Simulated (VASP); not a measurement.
Cd2As, 3 atoms in the cell. The structure is hexagonal, space group P6/mmm (No. 191). The conventional cell has a = 4.872 Å, b = 4.872 Å, c = 3.276 Å, α = 90.00°, β = 90.00°, γ = 120.00°. Cd (site symmetry -6m2) has 5 Cd at 2.81 to 3.28 Å and 6 As at 3.25 Å within 3.7 Å. As (site symmetry 6/mmm) has 12 Cd at 3.25 Å and 2 As at 3.28 Å within 4.3 Å. 

* Program: VASP 6.6.1
* Task: single point
* Functional: PBE
* Potentials or basis: VASP PAW PBE potentials, release 64 (Cd, As)
* Cutoff: 520 eV
* k mesh: 6 × 6 × 4
* Occupations: gaussian, width 0.1 eV
* Spin: no spin polarisation
* Dipole correction: no
* Further INCAR settings: ALGO = Normal; EDIFF = 1e-06; NBANDS = 22

Potentials or basis: VASP PAW PBE potentials, release 64 (Cd, As).

Run with:

```console
$ cat potpaw_PBE.64/Cd/POTCAR potpaw_PBE.64/As/POTCAR > POTCAR
$ mpirun -np 1 vasp_std > vasp.out
```

Hardware: 1 thread of AMD EPYC 9R45 (Zen 5), with other jobs on the host.

Problem. Estimate the wall time of this run.

Solution. It took 15 s on 1 thread of AMD EPYC 9R45 (Zen 5), on a shared host, peak memory 0.15 GiB. Counts: scf iterations 12, k points 21.
